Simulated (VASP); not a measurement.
# Cr (P6_3/mmc) in VASP: further runs, part 3 of 3

VASP 6.6.1. The steps go on from the part before.

## (6) Single point, PBEsol, collinear spin, ferromagnetic start (14.63 Å³/atom)

This run uses another cell than the first one, of 14.63 Å³/atom.

Input file INCAR:

```
PREC = Accurate
ENCUT = 520
EDIFF = 1E-6
ISMEAR = -1
SIGMA = 0.05
LREAL = F
LASPH = T
NELM = 150
ALGO = Normal
ISIF = 2
LWAVE = F
LCHARG = F
ISPIN = 2
MAGMOM = 3 3
LORBIT = 11
LMAXMIX = 4
GGA = PS
NBANDS = 23
```

Input file KPOINTS:

```
regular mesh
0
Gamma
  11 11 6
```

Input file POSCAR:

```
Cr
1.0
    2.7497146220      0.0000000000      0.0000000000
   -1.3748573110      2.3813227158      0.0000000000
    0.0000000000      0.0000000000      4.4680329708
Cr
2
Direct
    0.6666666667      0.3333333333      0.7500000000
    0.3333333333      0.6666666667      0.2500000000
```

Potentials or basis: VASP PAW PBE potentials, release 64 (Cr_pv).

On the command line:

```bash
> cat potpaw_PBE.64/Cr_pv/POTCAR > POTCAR
> mpirun -np 1 vasp_std > vasp.out
```

Wall time 1.9 min (1 thread of Intel Xeon 8259CL, shared host); peak memory 0.19 GiB.

It converged, with:

- Free energy: -18.6798 eV
- Pressure: -34.1 GPa
- Net moment: 2.16 μB per cell
- Site moments: Cr +1.00 μB
- Valence electrons inside the program's atomic spheres: Cr 10.66

Stress tensor (GPa, compression positive):
```
-34.73   0.00   0.00
  0.00 -34.73   0.00
  0.00   0.00 -32.83
```

Levels at points of the mesh, in eV from the Fermi level:
Spin up:
| k point | band 11 | band 12 | band 13 | band 14 | band 15 | band 16 |
| --- | --- | --- | --- | --- | --- | --- |
| (0.00, 0.00, 0.00) | -0.69 | -0.39 | -0.39 | 0.01 | 0.01 | 0.29 |
| (0.00, 0.00, 0.50) | -0.80 | -0.80 | -0.80 | -0.80 | 0.86 | 0.86 |
Spin down:
```csv
k point,band 7,band 8,band 9,band 10,band 11,band 12,band 13,band 14,band 15,band 16
"(0.00, 0.00, 0.00)",-6.68,-2.93,0.08,0.16,0.16,0.53,0.53,0.64,1.00,1.00
"(0.00, 0.00, 0.50)",-4.76,-4.76,-0.47,-0.47,0.11,0.11,0.11,0.11,1.87,1.87
```

Caveat: the cell stands under tension; an empty level that is flat over the whole mesh can mark a ghost state of the potentials, or a narrow d or f band; the PAW data sets were made with another functional, which shifts forces and pressure a little.

## (7) The runs side by side

| level | cell | gap on the mesh (eV) | pressure (GPa) | moment (μB) |
| --- | --- | --- | --- | --- |
| RPBE | a = 2.714, b = 2.714, c = 4.410 Å, angles 90.0, 90.0, 120.0°, 2 atoms | none | -20.6 | 2.05 |
| PBE | a = 2.696, b = 2.696, c = 4.380 Å, angles 90.0, 90.0, 120.0°, 2 atoms | none | -23.6 | 1.61 |
| r2SCAN | a = 2.659, b = 2.659, c = 4.320 Å, angles 90.0, 90.0, 120.0°, 2 atoms | none | -12.6 | 3.33 |
| r2SCAN | a = 2.696, b = 2.696, c = 4.380 Å, angles 90.0, 90.0, 120.0°, 2 atoms | none | -13.1 | 4.02 |
| PBEsol | a = 2.750, b = 2.750, c = 4.468 Å, angles 90.0, 90.0, 120.0°, 2 atoms | none | -34.1 | 2.16 |

Alike in all rows: task single point; potentials or basis VASP PAW PBE potentials, release 64 (Cr_pv); spin collinear, ferromagnetic start; k mesh 11 × 11 × 6; cutoff (eV) 520; smearing fermi-dirac 0.05 eV.

Caveats: the cell stands under tension; the PAW data sets were made with another functional, which shifts forces and pressure a little (at least some runs); an empty level that is flat over the whole mesh can mark a ghost state of the potentials, or a narrow d or f band (at least some runs).

Absolute energies hang on the potentials; compare differences alone.
